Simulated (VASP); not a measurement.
# MgS: single point with PBE

Crystal: MgS.

```
Mg S
1.0
     2.84861    2.84861    0.00000
    -2.84861    2.84861    0.00000
     0.00000    0.00000    5.69721
Mg S
2 2
Direct
  0.00000 0.00000 0.00000
  0.50000 0.50000 0.50000
  0.50000 0.00000 0.25000
  0.00000 0.50000 0.75000
```

```
Program             : VASP 6.6.1
Task                : single point
Functional          : PBE
Potentials or basis : VASP PAW PBE potentials, release 64 (Mg, S)
Cutoff              : 520 eV
k mesh              : 6 × 6 × 4
Occupations         : gaussian, width 0.02 eV
Spin                : no spin polarisation
```

```json
{"Pressure": "-0.1 GPa", "Band gap on the k mesh": "3.37 eV"}
```

Levels at points of the mesh, in eV from the valence-band top:
```csv
k point,band 4,band 5,band 6,band 7,band 8,band 9,band 10,band 11,band 12,band 13
"(0.00, 0.00, 0.00)",-1.01,-1.01,0.00,0.00,0.00,3.37,3.90,5.62,7.90,7.90
"(0.50, 0.00, 0.00)",-2.38,-1.36,-1.36,-0.34,-0.34,6.33,6.33,6.75,6.75,7.90
"(0.50, 0.50, 0.00)",-2.76,-1.01,-1.01,-1.01,-1.01,3.90,3.90,5.62,5.62,10.98
"(0.00, 0.00, 0.50)",-1.72,-0.55,-0.55,-0.55,-0.55,5.11,5.11,6.46,6.46,8.35
"(0.50, 0.00, 0.50)",-3.06,-0.32,-0.32,-0.32,-0.32,5.05,5.05,7.61,7.61,7.61
"(0.50, 0.50, 0.50)",-2.26,-1.78,-1.78,-1.29,-1.29,5.52,5.52,7.80,7.80,8.18
```

Run time: 54 s on 1 thread of Intel Xeon 8259CL, on a shared host, peak memory 0.2 GiB.
